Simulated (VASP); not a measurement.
Crystal: BN.

```
N B
1.0
     0.00000    3.49532    2.16609
     1.25163    0.00000    2.16609
     1.25163    3.49532    0.00000
N B
1 1
Direct
  0.66665 0.66665 0.33335
  0.00005 0.00005 0.99995
```

Base run:

```yaml
Program: VASP 6.6.1
Functional: r2SCAN
Potentials_or_basis: VASP PAW PBE potentials, release 64 (N, B)
Cutoff: 520 eV
k_mesh: 13 × 13 × 13
Occupations: fermi-dirac, width 0.05 eV
Spin: no spin polarisation
```

Its results: band gap on the k mesh 4.41 eV (least direct gap 5.35 eV); pressure -0.1 GPa; largest force 0.009 eV/Å.

Problem. The run is repeated on the same cell with these changes: functional from r2SCAN to PBEsol. What comes out?

Solution. Band gap on the k mesh 3.79 eV (least direct gap 4.59 eV); pressure 0.9 GPa; largest force 0.010 eV/Å.

Caveats: the PAW data sets were made with another functional, which shifts forces and pressure a little.

A k mesh can miss the band edges.
